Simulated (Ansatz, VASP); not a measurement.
**Two plane-wave programs on Ag**

INCAR

```
SYSTEM = Ag
ALGO = Normal
DIPOL = 0.5 0.5 0.500
EDIFF = 1E-6
ENCUT = 520
GGA = PE
IDIPOL = 3
ISIF = 2
ISMEAR = 0
LASPH = .TRUE.
LCHARG = .FALSE.
LDIPOL = .TRUE.
LREAL = .FALSE.
LWAVE = .FALSE.
NBANDS = 42
NELM = 100
PREC = Accurate
SIGMA = 0.1
```

File KPOINTS:

```
k-points
0
G
  12 12 1
  0 0 0
```

Contents of POSCAR:

```
Ag
1.0
    2.9355691563      0.0000000000      0.0000000000
   -1.4677845781      2.5422774639      0.0000000000
    0.0000000000      0.0000000000     26.9691657629
Ag
6
Direct
    0.0000000000      0.0000000000      0.2780953651
    0.6666666667      0.3333333333      0.3668234617
    0.3333333333      0.6666666667      0.4555515583
    0.6666666667      0.3333333333      0.5444484417
    0.3333333333      0.6666666667      0.6331765383
    0.0000000000      0.0000000000      0.7219046349
```

Input for Ansatz:

```yaml
crystal:
  lattice:
    - [2.9355691563, 0.0, 0.0]
    - [-1.4677845781, 2.5422774639, 0.0]
    - [0.0, 0.0, 26.9691657629]
  atoms:
    - { symbol: Ag, position: [0.0, 0.0, 0.2780953651] }
    - { symbol: Ag, position: [0.6666666667, 0.3333333333, 0.3668234617] }
    - { symbol: Ag, position: [0.3333333333, 0.6666666667, 0.4555515583] }
    - { symbol: Ag, position: [0.6666666667, 0.3333333333, 0.5444484417] }
    - { symbol: Ag, position: [0.3333333333, 0.6666666667, 0.6331765383] }
    - { symbol: Ag, position: [0.0, 0.0, 0.7219046349] }
basis:
  ecutwfc: 420
kpoints:
  mp_grid: { grid: [12, 12, 1] }
hamiltonian:
  xc: pbe
scf:
  occupations: { method: gaussian, width: 0.1 }
output:
  forces: true
  stress: true
  eigenvalues: true
  write_density: true
  write_potential: true
  elf: true
  volumetric_format: npy
efield:
  axis: 3
  dipole_correction: true
  ramp_width: 0.04
```

Alike in both runs: task single point; functional PBE; k mesh 12 × 12 × 1; occupations gaussian, width 0.1 eV; no spin polarisation.

|  | VASP | Ansatz |
| --- | --- | --- |
| version | VASP 6.6.1 | Ansatz 0.2.0 |
| potentials or method | VASP PAW PBE potentials, release 64 (Ag), cutoff 520 eV | scalar-relativistic, plane waves, PAW |
| valence electrons in the cell | 66 | 114 |

|  | VASP | Ansatz | Ansatz less VASP |
| --- | --- | --- | --- |
| gap on the k mesh at the Fermi level (eV) | none | none | - |
| rms of the force components (eV/Å) | 0.022 | 0.021 | -0.0010 |

Atom by atom the forces differ by 0.001 eV/Å (rms over components). A gap of «none» marks a metal or a gap that the smearing closes. VASP's potentials hold 66 valence electrons a cell and Ansatz's 114, so a difference there can come from the potentials and not from the codes. Ansatz's warnings: xc potential rough in thin density.
